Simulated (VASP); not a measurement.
A run of VASP 6.6.1 is set up as follows.

Contents of POSCAR:

```
Ga
1.0
    1.3410606605     -3.8886797848      0.0000000000
    1.3410606605      3.8886797848      0.0000000000
    0.0000000000      0.0000000000      3.2709323981
Ga
2
Direct
    0.8663344774      0.1336655226      0.2500000000
    0.1336655226      0.8663344774      0.7500000000
```

File INCAR.step1:

```
SYSTEM = Ga
ALGO = Normal ; EDIFF = 1E-4
ENCUT = 520 ; GGA = PE
ISMEAR = 0 ; LASPH = .True.
LCHARG = .False. ; LREAL = .False.
LWAVE = .True. ; NBANDS = 20
NELM = 60 ; PREC = Accurate
SIGMA = 0.1
```

Contents of INCAR.step2:

```
SYSTEM = Ga
ALGO = Normal ; EDIFF = 1E-6
ENCUT = 520 ; ISIF = 2
ISMEAR = 0 ; ISTART = 1
LASPH = .True. ; LCHARG = .True.
LELF = .True. ; LMIXTAU = .True.
LREAL = .False. ; LVHAR = .True.
LWAVE = .False. ; METAGGA = R2SCAN
NBANDS = 20 ; NELM = 60
PREC = Accurate ; SIGMA = 0.1
```

The input KPOINTS:

```
k-points
0
Gamma
  16 16 14
  0 0 0
```

Potentials or basis: VASP PAW PBE potentials, release 64 (Ga_d).

Command:

```console
$ cat potpaw_PBE.64/Ga_d/POTCAR > POTCAR
$ cp INCAR.step1 INCAR
$ mpirun -np 1 vasp_std > vasp.out
$ cp INCAR.step2 INCAR
$ mpirun -np 1 vasp_std > vasp.out
```

(1) Predict the largest force.

(2) Predict the band gap on the k mesh.

(3) What does it give for the pressure?

Answers

(1) 0.008 eV/Å.

(2) zero (bands 13 and 14 overlap by 9.35 eV).

(3) 4.6 GPa.

Caveat: the cell stands under pressure; the PAW data sets were made with another functional, which shifts forces and pressure a little.
